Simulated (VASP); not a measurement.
# CaO (Fm-3m) in VASP: a series of runs

Runs on CaO. Level: LDA. Tasks: single point.

Everything below comes from runs of VASP 6.6.1. Logs are shortened: lines on timing, memory, paths and dates and some standing lists are left out, and cuts for length are marked.

**1. The cell of the first run**

It takes space group Fm-3m (No. 225, cubic). Conventional cell: a = 4.711 Å, b = 4.711 Å, c = 4.711 Å, α = 90.00°, β = 90.00°, γ = 90.00°. Ca (site symmetry m-3m) has 6 O at 2.36 Å within 3.1 Å. Within 3.1 Å of O (site symmetry m-3m) lie 6 Ca at 2.36 Å.

**2. Single point, LDA**

INCAR

```
PREC     = Accurate       # precision mode
ENCUT    = 1340           # plane-wave cutoff, eV
EDIFF    = 1E-6           # SCF threshold, eV
ISMEAR   = 0              # smearing method
SIGMA    = 0.1            # smearing width, eV
LREAL    = False          # projectors in reciprocal space
LASPH    = True           # aspherical terms in the spheres
NELM     = 120            # most SCF steps
ALGO     = Normal         # electronic algorithm
ISIF     = 2              # what is computed and relaxed
LWAVE    = False          # write WAVECAR
LCHARG   = False          # write CHGCAR
NBANDS   = 15             # bands
GGA_COMPAT= False
```

KPOINTS

```
regular mesh
0
Gamma
  8 8 8
```

POSCAR

```
CaO
1.0
    0.0000000000      2.3557358099      2.3557358099
    2.3557358099      0.0000000000      2.3557358099
    2.3557358099      2.3557358099      0.0000000000
Ca O
1 1
Direct
    0.0000000000      0.0000000000      0.0000000000
    0.5000000000      0.5000000000      0.5000000000
```

Potentials or basis: VASP PAW LDA potentials, release 64 (Ca_sv, O_h).

Command:

```console
$ cat potpaw_LDA.64/Ca_sv/POTCAR potpaw_LDA.64/O_h/POTCAR > POTCAR
$ mpirun -np 1 vasp_std > vasp.out
```

OUTCAR:

```text
PREC = Accurate
   ENCUT = 1340
   EDIFF = 1E-6
   ISMEAR = 0
   LREAL = False
   LASPH = True
   NELM = 120
   ISIF = 2

 ion  position               nearest neighbor table
   1  0.000  0.000  0.000-
   2  0.500  0.500  0.500-

  LATTYP: Found a face centered cubic cell.
 ALAT       =     4.7114716198

  Lattice vectors:

 A1 = (   0.0000000000,   2.3557358099,   2.3557358099)
 A2 = (   2.3557358099,   0.0000000000,   2.3557358099)
 A3 = (   2.3557358099,   2.3557358099,   0.0000000000)

Analysis of symmetry for initial positions (statically):
=====================================================================
 Subroutine PRICEL returns:
 Original cell was already a primitive cell.

 Routine SETGRP: Setting up the symmetry group for a
 face centered cubic supercell.

 Subroutine GETGRP returns: Found 48 space group operations
 (whereof 48 operations were pure point group operations)
 out of a pool of 48 trial point group operations.

The static configuration has the point symmetry O_h .

Analysis of symmetry for dynamics (positions and initial velocities):
=====================================================================
 Subroutine PRICEL returns:
 Original cell was already a primitive cell.

 Routine SETGRP: Setting up the symmetry group for a
 face centered cubic supercell.

 Subroutine GETGRP returns: Found 48 space group operations
 (whereof 48 operations were pure point group operations)
 out of a pool of 48 trial point group operations.

The dynamic configuration has the point symmetry O_h .

 Subroutine INISYM returns: Found 48 space group operations
 (whereof 48 operations are pure point group operations),
 and found     1 'primitive' translations

----------------------------------------------------------------------------------------

                                     Primitive cell

  volume of cell :      26.1463

  direct lattice vectors                    reciprocal lattice vectors
     0.000000000  2.355735810  2.355735810    -0.212247909  0.212247909  0.212247909
     2.355735810  0.000000000  2.355735810     0.212247909 -0.212247909  0.212247909
     2.355735810  2.355735810  0.000000000     0.212247909  0.212247909 -0.212247909

  length of vectors
     3.331513532  3.331513532  3.331513532     0.367624162  0.367624162  0.367624162

  position of ions in fractional coordinates (direct lattice)
     0.000000000  0.000000000  0.000000000
[... 81 lines left out ...]
   NSW    =      0    number of steps for IOM
   IBRION =     -1    ionic relax: 0-MD 1-quasi-New 2-CG
   NFREE  =      0    steps in history (QN), initial steepest desc. (CG)
   ISIF   =      2    stress and relaxation
   ISYM   =      2    0-nonsym 1-usesym 2-fastsym
   POTIM  = 0.5000    time-step for ionic-motion
   TEBEG  =    0.0;   TEEND  =   0.0 temperature during run
   PSTRESS=    0.0 pullay stress
   NELECT =      16.0000    total number of electrons
   NUPDOWN=      -1.0000    fix difference up-down
   EMIN   =  10.00;   EMAX   =-10.00  energy-range for DOS
   EFERMI =   0.00;   METHOD = LEGACY
   ISMEAR =     0;   SIGMA  =   0.10  broadening in eV -4-tet -1-fermi 0-gaus
   EFERMI_NEDOS =   21; number of points for ismear=-14 and -15
   IALGO  =     38    algorithm
   IMIX   =      4    mixing-type and parameters
     AMIX     =   0.40;   BMIX     =  1.00
     AMIX_MAG =   1.60;   BMIX_MAG =  1.00
  volume/ion in A,a.u.               =      13.07        88.22
  Fermi-wavevector in a.u.,A,eV,Ry     =   1.389883  2.626498 26.283391  1.931775
  Thomas-Fermi vector in A             =   2.513871
   LORBIT       =      0    0 simple, 1 ext, 2 COOP (PROOUT), +10 PAW based schemes
   GGA     = CA    functional components
   LHFCALC =     F    Hartree Fock is set to
   AEXX    =    0.0000 exact exchange contribution
   IVDW    =     0    specifies the selected vdW correction
   LEPSILON=     F    determine dielectric tensor
   LRPA    =     F    only Hartree local field effects (RPA)
 non-spin polarized calculation
 Gauss-broadening in eV      SIGMA  =   0.10
  energy-cutoff  :     1340.00
  volume of cell :       26.15
 maximum number of plane-waves:      2936
   NGX = 19   NGY = 19   NGZ = 19

 number of electron      16.0000000 magnetization

 Free energy of the ion-electron system (eV)
  ---------------------------------------------------
  ext. energy  EPLUGINS =         0.00000000
  ---------------------------------------------------
  free energy    TOTEN  =       -14.22880116 eV

  energy without entropy =      -14.22880116  energy(sigma->0) =      -14.22880116

 E-fermi :   3.0705     XC(G=0): -11.3303

 val. band max:        2.6673560092   @ k =   0.0000   0.0000   0.0000
 cond. band min:       6.0918744120   @ k =   0.5000   0.5000   0.0000
 fundamental gap:      3.4245184028
 Fermi energy:         3.0704741668

 k-point     1 :       0.0000    0.0000    0.0000
  band No.  band energies     occupation
      1     -34.1626      2.00000
      2     -15.1574      2.00000
      3     -15.1574      2.00000
      4     -15.1574      2.00000
      5     -12.6556      2.00000
      6       2.6674      2.00000
      7       2.6674      2.00000
      8       2.6674      2.00000
      9       7.7326      0.00000
     10       8.9138      0.00000
     11       8.9138      0.00000
     12       8.9138      0.00000
     13      10.5852      0.00000
     14      10.5852      0.00000
[... 401 lines left out ...]
      2     -16.3332      2.00000
      3     -15.4680      2.00000
      4     -15.3190      2.00000
      5     -11.4942      2.00000
      6       0.4698      2.00000
      7       1.4597      2.00000
      8       1.5020      2.00000
      9       9.5407      0.00000
     10       9.6114      0.00000
     11      11.7394      0.00000
     12      12.0418      0.00000
     13      13.3657      0.00000
     14      15.0786      0.00000
     15      17.1232      0.00000

 [... further k-points ...]
[... 5 lines left out ...]
  --------------------------------------------------------------------------------------
  -------------------------------------------------------------------------------------
  Total        0.0976873      0.0976873      0.0976873     -0.0000000      0.0000000     -0.0000000
  in kB        5.9860277      5.9860277      5.9860277     -0.0000000      0.0000000     -0.0000000
  external PRESSURE =       5.9860277 kB  Pullay stress =       0.0000000 kB

 VOLUME and BASIS-vectors are now :
 -----------------------------------------------------------------------------
  energy-cutoff  :     1340.00
  volume of cell :       26.15
      direct lattice vectors                 reciprocal lattice vectors
     0.000000000  2.355735810  2.355735810    -0.212247909  0.212247909  0.212247909
     2.355735810  0.000000000  2.355735810     0.212247909 -0.212247909  0.212247909
     2.355735810  2.355735810  0.000000000     0.212247909  0.212247909 -0.212247909

 POSITION                                       TOTAL-FORCE (eV/Angst)
 -----------------------------------------------------------------------------------
      0.00000      0.00000      0.00000        -0.000000     -0.000000     -0.000000
      2.35574      2.35574      2.35574         0.000000      0.000000      0.000000
 -----------------------------------------------------------------------------------
    total drift:                                0.000000     -0.000000      0.000000

  FREE ENERGIE OF THE ION-ELECTRON SYSTEM (eV)
  ---------------------------------------------------
  free  energy   TOTEN  =       -14.2288011606 eV

  energy  without entropy=      -14.2288011605  energy(sigma->0) =      -14.22880116
```

OSZICAR:

```text
N       E                     dE             d eps       ncg     rms          rms(c)
DAV:   1     0.201153251523E+03    0.20115E+03   -0.14687E+04   870   0.227E+03
DAV:   2     0.103774849309E+01   -0.20012E+03   -0.18552E+03  1025   0.423E+02
DAV:   3    -0.154099626471E+02   -0.16448E+02   -0.15898E+02  1084   0.104E+02
DAV:   4    -0.159227828116E+02   -0.51282E+00   -0.51133E+00  1211   0.169E+01
DAV:   5    -0.159304846523E+02   -0.77018E-02   -0.77005E-02  1039   0.219E+00    0.858E+00
DAV:   6    -0.143670420301E+02    0.15634E+01   -0.45759E+00  1176   0.217E+01    0.369E+00
DAV:   7    -0.142636668476E+02    0.10338E+00   -0.42148E-01   991   0.744E+00    0.182E+00
DAV:   8    -0.142302524736E+02    0.33414E-01   -0.96900E-02  1157   0.337E+00    0.447E-01
DAV:   9    -0.142287023422E+02    0.15501E-02   -0.53748E-03  1017   0.616E-01    0.110E-01
DAV:  10    -0.142288104202E+02   -0.10808E-03   -0.33901E-04  1165   0.208E-01    0.294E-02
DAV:  11    -0.142288017708E+02    0.86494E-05   -0.19400E-05  1169   0.543E-02    0.862E-03
DAV:  12    -0.142288011606E+02    0.61022E-06   -0.53043E-06  1066   0.243E-02
   1 F= -.14228801E+02 E0= -.14228801E+02  d E =-.289608E-10
```

It took 20 s on 1 thread of Intel Xeon 6975P-C (Granite Rapids), shared host; peak memory 0.22 GiB.

What came out:

```yaml
Free_energy: -14.2288 eV
Pressure: 0.6 GPa
Band_gap_on_the_k_mesh: 3.42 eV (least direct gap 3.78 eV)
```

Levels at points of the mesh, in eV from the valence-band top:
```tsv
k point	band 6	band 7	band 8	band 9	band 10	band 11
(0.00, 0.00, 0.00)	0.00	0.00	0.00	5.07	6.25	6.25
(0.50, 0.00, 0.00)	-2.86	-1.36	-1.36	7.23	8.63	8.63
(0.50, 0.50, 0.00)	-1.27	-0.36	-0.36	3.42	8.48	9.22
```

A k mesh can miss the band edges.

**3. Single point, LDA**

This run uses another cell than the first one, of 13.04 Å³/atom.

INCAR

```
SYSTEM = CaO
PREC = Accurate
ENCUT = 1340
EDIFF = 1E-6
ISMEAR = 0
SIGMA = 0.02
LREAL = .FALSE.
LASPH = .TRUE.
NELM = 120
ALGO = Normal
ISIF = 2
LWAVE = .FALSE.
LCHARG = .FALSE.
NBANDS = 15
GGA_COMPAT = .FALSE.
```

KPOINTS

```
regular mesh
0
G
  12 12 12
  0 0 0
```

POSCAR

```
CaO
1.0
    0.0000000000      2.3537262159      2.3537262159
    2.3537262159      0.0000000000      2.3537262159
    2.3537262159      2.3537262159      0.0000000000
Ca O
1 1
Direct
    0.0000000000      0.0000000000      0.0000000000
    0.5000000000      0.5000000000      0.5000000000
```

Potentials or basis: VASP PAW LDA potentials, release 64 (Ca_sv, O_h).

Command:

```console
$ cat potpaw_LDA.64/Ca_sv/POTCAR potpaw_LDA.64/O_h/POTCAR > POTCAR
$ mpirun -np 1 vasp_std > vasp.out
```

OUTCAR:

```text
SYSTEM = CaO
   PREC = Accurate
   ENCUT = 1340
   EDIFF = 1E-6
   ISMEAR = 0
   LREAL = .FALSE.
   LASPH = .TRUE.
   NELM = 120
   ISIF = 2

 ion  position               nearest neighbor table
   1  0.000  0.000  0.000-
   2  0.500  0.500  0.500-

  LATTYP: Found a face centered cubic cell.
 ALAT       =     4.7074524318

  Lattice vectors:

 A1 = (   0.0000000000,   2.3537262159,   2.3537262159)
 A2 = (   2.3537262159,   0.0000000000,   2.3537262159)
 A3 = (   2.3537262159,   2.3537262159,   0.0000000000)

Analysis of symmetry for initial positions (statically):
=====================================================================
 Subroutine PRICEL returns:
 Original cell was already a primitive cell.

 Routine SETGRP: Setting up the symmetry group for a
 face centered cubic supercell.

 Subroutine GETGRP returns: Found 48 space group operations
 (whereof 48 operations were pure point group operations)
 out of a pool of 48 trial point group operations.

The static configuration has the point symmetry O_h .

Analysis of symmetry for dynamics (positions and initial velocities):
=====================================================================
 Subroutine PRICEL returns:
 Original cell was already a primitive cell.

[... 165 lines left out ...]
      2     -15.1288      2.00000
      3     -15.1288      2.00000
      4     -15.1288      2.00000
      5     -12.6440      2.00000
      6       2.6840      2.00000
      7       2.6840      2.00000
      8       2.6840      2.00000
      9       7.7715      0.00000
     10       8.9359      0.00000
     11       8.9359      0.00000
     12       8.9359      0.00000
     13      10.6123      0.00000
     14      10.6123      0.00000
[... 401 lines left out ...]
      2     -16.4253      2.00000
      3     -15.3745      2.00000
      4     -15.2294      2.00000
      5     -11.3349      2.00000
      6       0.2308      2.00000
      7       1.4222      2.00000
      8       1.4538      2.00000
      9       9.7247      0.00000
     10      10.0662      0.00000
     11      11.3723      0.00000
     12      12.1639      0.00000
     13      13.5570      0.00000
     14      14.4757      0.00000
     15      17.3551      0.00000

 [... further k-points ...]
[... 5 lines left out ...]
  --------------------------------------------------------------------------------------
  -------------------------------------------------------------------------------------
  Total        0.1521172      0.1521172      0.1521172      0.0000000     -0.0000000     -0.0000000
  in kB        9.3452536      9.3452536      9.3452536      0.0000000     -0.0000000     -0.0000000
  external PRESSURE =       9.3452536 kB  Pullay stress =       0.0000000 kB

 VOLUME and BASIS-vectors are now :
 -----------------------------------------------------------------------------
  energy-cutoff  :     1340.00
  volume of cell :       26.08
      direct lattice vectors                 reciprocal lattice vectors
     0.000000000  2.353726216  2.353726216    -0.212429125  0.212429125  0.212429125
     2.353726216  0.000000000  2.353726216     0.212429125 -0.212429125  0.212429125
     2.353726216  2.353726216  0.000000000     0.212429125  0.212429125 -0.212429125

 POSITION                                       TOTAL-FORCE (eV/Angst)
 -----------------------------------------------------------------------------------
      0.00000      0.00000      0.00000        -0.000000     -0.000000      0.000000
      2.35373      2.35373      2.35373         0.000000      0.000000     -0.000000
 -----------------------------------------------------------------------------------
    total drift:                                0.000000     -0.000000      0.000000

  FREE ENERGIE OF THE ION-ELECTRON SYSTEM (eV)
  ---------------------------------------------------
  free  energy   TOTEN  =       -14.2284277025 eV

  energy  without entropy=      -14.2284277025  energy(sigma->0) =      -14.22842770
```

It took 79 s on 1 thread of Intel Xeon Platinum 8375C at 2.90GHz (Ice Lake), shared host; peak memory 0.28 GiB.

What came out:

| Item | Value |
| --- | --- |
| Free energy | -14.2284 eV |
| Pressure | 0.9 GPa |
| Band gap on the k mesh | 3.42 eV (least direct gap 3.78 eV) |
